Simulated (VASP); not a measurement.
# Si: single point with PBE

The system is Si.

```
CELL_PARAMETERS angstrom
-3.34558 3.34558 1.93042
3.34558 -3.34558 1.93042
3.34558 3.34558 -1.93042
ATOMIC_POSITIONS crystal
Si 0.16307 0.16307 0.35722
Si 0.83693 0.83693 0.64278
Si 0.17861 0.82139 0.00000
Si 0.82139 0.17861 0.00000
```

This cell differs from its parent crystal: atoms displaced along a vibrational mode.

- Program: VASP 6.6.1
- Task: single point
- Functional: PBE
- Potentials or basis: VASP PAW PBE potentials, release 64 (Si)
- Cutoff: 520 eV
- k mesh: 10 × 10 × 10
- Occupations: gaussian, width 0.05 eV
- Spin: no spin polarisation

| Item | Value |
| --- | --- |
| Pressure | 0.2 GPa |
| Largest force | 1.460 eV/Å |
| Band gap on the k mesh | 0.17 eV (least direct gap 0.20 eV) |

Forces on the atoms (eV/Å):
```
Si  -0.152 -0.152  1.445
Si   0.152  0.152 -1.445
Si   0.006 -0.006  0.000
Si  -0.006  0.006  0.000
```

Stress tensor (GPa, compression positive):
```
 0.14  0.22 -1.53
 0.22  0.14 -1.53
-1.53 -1.53  0.45
```

Levels at points of the mesh, in eV from the valence-band top:
| k point | band 6 | band 7 | band 8 | band 9 | band 10 | band 11 |
| --- | --- | --- | --- | --- | --- | --- |
| (0.00, 0.00, 0.00) | -1.66 | -1.59 | -0.74 | 1.17 | 1.33 | 1.35 |
| (0.50, 0.00, 0.00) | -3.75 | -2.47 | -1.55 | 0.56 | 2.27 | 3.02 |
| (0.50, 0.00, 0.50) | -3.51 | -2.59 | -1.70 | 0.82 | 2.02 | 2.64 |
| (0.50, 0.50, 0.00) | -2.16 | -2.05 | -1.72 | 1.43 | 1.67 | 1.76 |
| (0.00, 0.00, 0.50) | -2.34 | -1.84 | -1.78 | 1.37 | 1.74 | 1.74 |
| (0.50, 0.50, 0.50) | -0.61 | -0.21 | 0.00 | 0.20 | 2.82 | 3.20 |

Wall time 19 min on 1 thread of Intel Xeon 8259CL (shared host), peak memory 0.43 GiB.

Caveat: the cell differs from its parent crystal (atoms displaced along a vibrational mode); forces of over 1 eV/Å act on the atoms, so gaps and moduli don't describe the material at rest. A k mesh can miss the band edges.
